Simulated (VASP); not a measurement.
The system is Nb.

```
Nb
1.0
    -1.65035    1.65035    1.65035
     1.65035   -1.65035    1.65035
     1.65035    1.65035   -1.65035
Nb
1
Direct
  0.00000 0.00000 0.00000
```

| Property | Result |
| --- | --- |
| Program | VASP 6.6.1 |
| Task | relaxation of cell and atoms |
| Functional | PBEsol |
| Potentials or basis | VASP PAW PBE potentials, release 64 (Nb_sv) |
| Cutoff | 600 eV |
| k mesh | 18 × 18 × 18 |
| Occupations | fermi-dirac, width 0.05 eV |
| Spin | no spin polarisation |

At the start: pressure -4.7 GPa; volume 17.98 Å³/atom.

Question: Where does the relaxation end?

Answer: Over 4 steps the energy falls by 7.1 meV/atom and the volume is 17.50 Å³/atom (-2.7 %); space group Im-3m (No. 229, to 0.1 Å) before and after.

Step by step:
| step | energy change (eV) | largest force (eV/Å) | pressure (GPa) | volume (Å³) |
| --- | --- | --- | --- | --- |
| 1 | 0.0000 | 0.0000 | -4.66 | 17.98 |
| 2 | 0.0178 | 0.0000 | 9.73 | 16.65 |
| 3 | -0.0071 | 0.0000 | -0.05 | 17.51 |
| 4 | -0.0071 | 0.0000 | 0.00 | 17.50 |

Final structure:
```yaml
crystal:
  lattice:
    - [-1.63553, 1.63553, 1.63553]
    - [1.63553, -1.63553, 1.63553]
    - [1.63553, 1.63553, -1.63553]
  atoms:
    - { symbol: Nb, position: [0.00000, 0.00000, 0.00000] }
```

Caveat: the PAW data sets were made with another functional, which shifts forces and pressure a little.
